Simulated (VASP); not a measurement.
Write the native input for VASP 6.6.1 that does the following.

```yaml
Task: single point
Functional: LDA
Potentials_or_basis: VASP PAW LDA potentials, release 64 (Ba_sv, S)
Cutoff: 520 eV
k_mesh: 8 × 8 × 8
Occupations: gaussian, width 0.05 eV
Spin: no spin polarisation
Dipole_correction: no
Further_INCAR_settings: ALGO = Normal; EDIFF = 1e-06; NBANDS = 15
```

The structure of BaS lies in POSCAR:

```
BaS
1.0
    0.0000000000      3.1937500000      3.2576250000
    3.1937500000      0.0000000000      3.2576250000
    3.1937500000      3.1937500000      0.0000000000
Ba S
1 1
Direct
    0.0000000000      0.0000000000      0.0000000000
    0.5000000000      0.5000000000      0.5000000000
```

This cell differs from its parent crystal: strain +0.0200 x Voigt [0, 0, 1, 0, 0, 0].

The input as run:

INCAR

```
SYSTEM = BaS
ALGO = Normal
EDIFF = 1E-6
ENCUT = 520
GGA = CA
ISIF = 2
ISMEAR = 0
LASPH = .True.
LCHARG = .False.
LREAL = .False.
LWAVE = .False.
NBANDS = 15
NELM = 60
PREC = Accurate
SIGMA = 0.05
```

KPOINTS

```
k-points
0
Gamma
  8 8 8
  0 0 0
```

Potentials or basis: VASP PAW LDA potentials, release 64 (Ba_sv, S).

Launch:

```sh
$ cat potpaw_LDA.64/Ba_sv/POTCAR potpaw_LDA.64/S/POTCAR > POTCAR
$ mpirun -np 1 vasp_std > vasp.out
```

It gave:

The pressure is -2.6 GPa and the band gap on the k mesh is 1.91 eV, indirect (least direct gap 2.06 eV).

Caveat: the cell differs from its parent crystal (strain +0.0200 x Voigt [0, 0, 1, 0, 0, 0]); spin-orbit coupling is left out, which moves the levels of the heavy elements.

Run time: 37 s on 1 thread of Intel(R) Xeon(R) Platinum 8488C (Sapphire Rapids), with other jobs on the host, peak memory 0.2 GiB.
